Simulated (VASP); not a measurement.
Here is a VASP 6.6.1 calculation.

Contents of INCAR:

```
ALGO     = Normal         # electronic algorithm
EDIFF    = 1E-6           # SCF threshold, eV
ENCUT    = 520            # plane-wave cutoff, eV
GGA      = PE             # functional
ISIF     = 2              # what is computed and relaxed
ISMEAR   = 0              # smearing method
LASPH    = True           # aspherical terms in the spheres
LCHARG   = False          # write CHGCAR
LREAL    = False          # projectors in reciprocal space
LWAVE    = False          # write WAVECAR
NBANDS   = 16             # bands
NELM     = 60             # most SCF steps
PREC     = Accurate       # precision mode
SIGMA    = 0.01           # smearing width, eV
```

KPOINTS

```
k-points
0
Gamma
  6 6 2
```

The input POSCAR:

```
BN
1.0
    2.5008381060      0.0000000000      0.0000000000
   -1.2504190530      2.1657893305      0.0000000000
    0.0000000000      0.0000000000      6.8931301039
B N
2 2
Direct
    0.3333333333      0.6666666667      0.2500000000
    0.6666666667      0.3333333333      0.7500000000
    0.6666666667      0.3333333333      0.2500000000
    0.3333333333      0.6666666667      0.7500000000
```

Potentials or basis: VASP PAW PBE potentials, release 64 (B, N).

Command:

```bash
$ cat potpaw_PBE.64/B/POTCAR potpaw_PBE.64/N/POTCAR > POTCAR
$ mpirun -np 1 vasp_std > vasp.out
```

(1) Estimate the pressure.

(2) Predict the band gap on the k mesh.

## Answers

(1) 3.9 GPa.

(2) 4.34 eV, indirect (least direct gap 4.66 eV).

Caveat: the k points lie up to 0.48 Å⁻¹ apart; this functional lacks dispersion, which binds the layers, so the pressure and a relaxed spacing across them are unreliable.
